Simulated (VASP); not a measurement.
# GaSb (m.b): density of states with PBE

Crystal: GaSb (m.b).

```xyz
2
Lattice="0.0000 3.1072 3.1072 3.1072 0.0000 3.1072 3.1072 3.1072 0.0000" Properties=species:S:1:pos:R:3 pbc="T T T"
Ga    0.0000    0.0000    0.0000
Sb    1.5536    1.5536    1.5536
```

| Item | Value |
| --- | --- |
| Program | VASP 6.6.1 |
| Task | density of states |
| Functional | PBE |
| Potentials or basis | VASP PAW PBE potentials, release 64 (Ga_d, Sb) |
| Cutoff | 400 eV |
| k mesh | 12 × 12 × 12 |
| Occupations | gaussian, width 0.1 eV |
| Spin | no spin polarisation |
| Dipole correction | no |
| k mesh for the DOS | 18 × 18 × 18 |
| Occupations for the DOS | tetrahedron |
| Further INCAR settings | ALGO = Normal; EDIFF = 1e-06 |

```
Valence electrons inside the program's atomic spheres : Ga 11.59; Sb 2.47
```

Levels at points of the mesh, in eV from the Fermi level:
```tsv
k point	band 5	band 6	band 7	band 8	band 9	band 10	band 11	band 12	band 13
(0.00, 0.00, 0.00)	-14.90	-11.16	-0.29	0.00	0.00	0.00	2.79	2.79	2.79
(0.50, 0.00, 0.00)	-14.90	-9.65	-6.14	-1.08	-1.08	0.31	3.74	3.74	6.49
(0.50, 0.50, 0.00)	-14.90	-8.89	-6.61	-2.42	-2.42	0.95	1.34	8.38	8.38
```

It took 90 s on 1 thread of Intel(R) Xeon(R) Platinum 8488C (Sapphire Rapids) (shared host), peak memory 0.25 GiB.

Caveat: spin-orbit coupling is left out, which moves the levels of the heavy elements.
